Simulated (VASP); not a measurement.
A run of VASP 6.6.1:

INCAR

```
SYSTEM = Al6N5
PREC = Accurate ; ENCUT = 520
EDIFF = 1E-7 ; ISMEAR = 0
SIGMA = 0.05 ; LREAL = .FALSE.
LASPH = .TRUE. ; NELM = 100
ALGO = Normal ; ISIF = 2
LWAVE = .FALSE. ; LCHARG = .TRUE.
GGA = PS ; LELF = .TRUE.
LVHAR = .TRUE. ; NELECT = 40.0
NBANDS = 32
```

Contents of KPOINTS:

```
Automatic mesh
0
G
  6 6 6
  0 0 0
```

File POSCAR:

```
Al6N5
1.0
   -3.3014697842      0.0000000000      4.1398709024
    1.6507348921     -2.8591567030      4.1398709024
    1.6507348921      2.8591567030      4.1398709024
Al N
6 5
Direct
    0.2500000000      0.9166666667      0.5833333333
    0.5833333333      0.2500000000      0.9166666667
    0.9166666667      0.5833333333      0.2500000000
    0.7500000000      0.0833333333      0.4166666667
    0.0833333333      0.4166666667      0.7500000000
    0.4166666667      0.7500000000      0.0833333333
    0.4166666667      0.0833333333      0.7500000000
    0.7500000000      0.4166666667      0.0833333333
    0.8525519099      0.2759350503      0.5642434801
    0.2500000000      0.5833333333      0.9166666667
    0.5833333333      0.9166666667      0.2500000000
```

Potentials or basis: VASP PAW PBE potentials, release 64 (Al, N).

Command:

```bash
$ cat potpaw_PBE.64/Al/POTCAR potpaw_PBE.64/N/POTCAR > POTCAR
$ mpirun -np 1 vasp_std > vasp.out
```

Hardware: 1 thread of Intel(R) Xeon(R) Platinum 8488C (Sapphire Rapids) (shared host).

Question: Estimate the wall time of this run.

Answer: Run time: 5.9 min on 1 thread of Intel(R) Xeon(R) Platinum 8488C (Sapphire Rapids) (shared host), peak memory 0.43 GiB. Counts: scf iterations 17, k points 112.
